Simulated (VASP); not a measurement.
## Te2Pt: single point with PBE

The system is Te2Pt.

```
Te Pt
1.0
     4.40432    0.00000    0.00000
    -2.20216    3.81425    0.00000
     0.00000    0.00000    5.80457
Te Pt
2 1
Direct
  0.33333 0.66667 0.25287
  0.66667 0.33333 0.74713
  0.00000 0.00000 0.00000
```

| Item | Value |
| --- | --- |
| Program | VASP 6.6.1 |
| Task | single point |
| Functional | PBE |
| Potentials or basis | VASP PAW PBE potentials, release 64 (Te, Pt) |
| Cutoff | 500 eV |
| k mesh | 12 × 12 × 8 |
| Occupations | gaussian, width 0.15 eV |
| Spin | collinear spin |
| Starting moments | [0.0, 0.0, 0.438] μB |
| Fixed moment | 0.4375 μB |

* Pressure: -11.6 GPa
* Largest force: 1.323 eV/Å
* Net moment: 0.44 μB per cell
* Site moments: Te +0.09; Pt +0.12 μB
* Valence electrons inside the program's atomic spheres: Te 3.20; Pt 8.92

Forces in eV/Å, atoms in the order of the input:
```
Te   0.000  0.000 -1.323
Te   0.000  0.000  1.323
Pt   0.000  0.000  0.000
```

Stress tensor (GPa, compression positive):
```
-12.77   0.00   0.00
  0.00 -12.77   0.00
  0.00   0.00  -9.24
```

It took 12 min on 1 thread of AMD EPYC 9755 128-Core Processor (shared host), peak memory 0.49 GiB.

Caveat: the cell stands under tension; this functional lacks dispersion, which binds layers or chains, so the pressure and a relaxed spacing across them are unreliable; the total moment is fixed, so each spin has its own Fermi level and the state may be an excited one; forces of over 1 eV/Å act on the atoms, so gaps and moduli don't describe the material at rest.
